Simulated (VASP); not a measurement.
Set up this calculation in VASP 6.6.1, as the native input.

| Property | Result |
| --- | --- |
| Task | single point |
| Functional | PBE |
| Potentials or basis | VASP PAW PBE potentials, release 64 (H) |
| Cutoff | 500 eV |
| k mesh | 8 × 4 × 8 |
| Occupations | gaussian, width 0.1 eV |
| Spin | no spin polarisation |
| Dipole correction | no |
| Further INCAR settings | ALGO = Normal; EDIFF = 1e-06; NBANDS = 6; ISYM = 0 |

The structure of H lies in POSCAR:

```
H
1.0
    2.6496387389      0.0000000000      0.0000000000
    0.0000000000      2.6496387389      0.0000000000
    0.0000000000      0.0000000000      0.9804929200
H
1
Direct
    0.0000000000      0.0000000000      0.5000000000
```

The input as run:

INCAR

```
SYSTEM = H
PREC     = Accurate       ! precision mode
ENCUT    = 500            ! plane-wave cutoff, eV
EDIFF    = 1E-6           ! SCF threshold, eV
ISMEAR   = 0              ! smearing method
SIGMA    = 0.1            ! smearing width, eV
LREAL    = .FALSE.        ! projectors in reciprocal space
LASPH    = .TRUE.         ! aspherical terms in the spheres
NELM     = 120            ! most SCF steps
ALGO     = Normal         ! electronic algorithm
ISIF     = 2              ! what is computed and relaxed
LWAVE    = .FALSE.        ! write WAVECAR
LCHARG   = .TRUE.         ! write CHGCAR
GGA      = PE             ! functional
LELF     = .TRUE.         ! ELF
LVHAR    = .TRUE.       
ISYM     = 0            
NBANDS   = 6              ! bands
GGA_COMPAT= .FALSE.
```

KPOINTS

```
Automatic mesh
0
G
  8 4 8
  0 0 0
```

Potentials or basis: VASP PAW PBE potentials, release 64 (H).

The run is started by

```sh
$ cat potpaw_PBE.64/H/POTCAR > POTCAR
$ mpirun -np 1 vasp_std > vasp.out
```

It gave:

```
Pressure : 4.3 GPa
```

Caveat: the k points lie up to 0.80 Å⁻¹ apart.

It took 2.4 s on 1 thread of Intel(R) Xeon(R) Platinum 8481C CPU @ 2.70GHz (Sapphire Rapids) (shared host), peak memory 0.1 GiB.
